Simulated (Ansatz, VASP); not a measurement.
Given: the input of a run of VASP 6.6.1 on Si.

The input INCAR:

```
PREC = Accurate ; ENCUT = 520
EDIFF = 1E-6 ; ISMEAR = -1
SIGMA = 0.05 ; LREAL = False
LASPH = True ; NELM = 80
ALGO = Normal ; ISIF = 2
LWAVE = False ; LCHARG = False
NBANDS = 8
```

The input KPOINTS:

```
regular mesh
0
Gamma
  13 13 13
```

Contents of POSCAR:

```
Si
1.0
   -1.5937032655      1.5937032655      1.2933767800
    1.5937032655     -1.5937032655      1.2933767800
    1.5937032655      1.5937032655     -1.2933767800
Si
1
Direct
    0.0000000000      0.0000000000      0.0000000000
```

Potentials or basis: VASP PAW LDA potentials, release 64 (Si).

The run is started by

```sh
$ cat potpaw_LDA.64/Si/POTCAR > POTCAR
$ mpirun -np 1 vasp_std > vasp.out
```

Set up the same calculation for Ansatz 0.2.0. Potentials there: all-electron LAPW, scalar-relativistic.

As run (the cutoff follows the program's own potentials):

Contents of input.yaml:

```yaml
crystal:
  lattice:
    - [-1.5937032655, 1.5937032655, 1.29337678]
    - [1.5937032655, -1.5937032655, 1.29337678]
    - [1.5937032655, 1.5937032655, -1.29337678]
  atoms:
    - { symbol: Si, position: [0.0, 0.0, 0.0] }
kpoints:
  mp_grid: { grid: [13, 13, 13] }
scf:
  occupations: { method: fermi_dirac, width: 0.05 }
hamiltonian:
  xc: lda
  pseudopotentials: { kind: all_electron, lapw: { basis_error: 0.001 } }
output:
  forces: true
  stress: true
  eigenvalues: true
```

Potentials or basis: all-electron LAPW, scalar-relativistic.

Command:

```sh
$ ansatz run input.yaml --threads 1 --pin off --max-ram 3072MiB --backend cpu --events-out ev --progress --plain --runs-dir out
```

Both were run:

|  | VASP | Ansatz | Ansatz less VASP |
| --- | --- | --- | --- |
| gap on the k mesh at the Fermi level (eV) | none | none | - |
| pressure (GPa) | 6.7 | 6.7 | -0.06 |
| traceless stress, the component that is largest in VASP (GPa) | -1.86 | -1.85 | +0.017 |

LDA's correlation is that of Perdew and Zunger in VASP and of Perdew and Wang (1992) in Ansatz. A gap of «none» marks a metal or a gap that the smearing closes. Ansatz ran all-electron here, and VASP with PAW potentials.
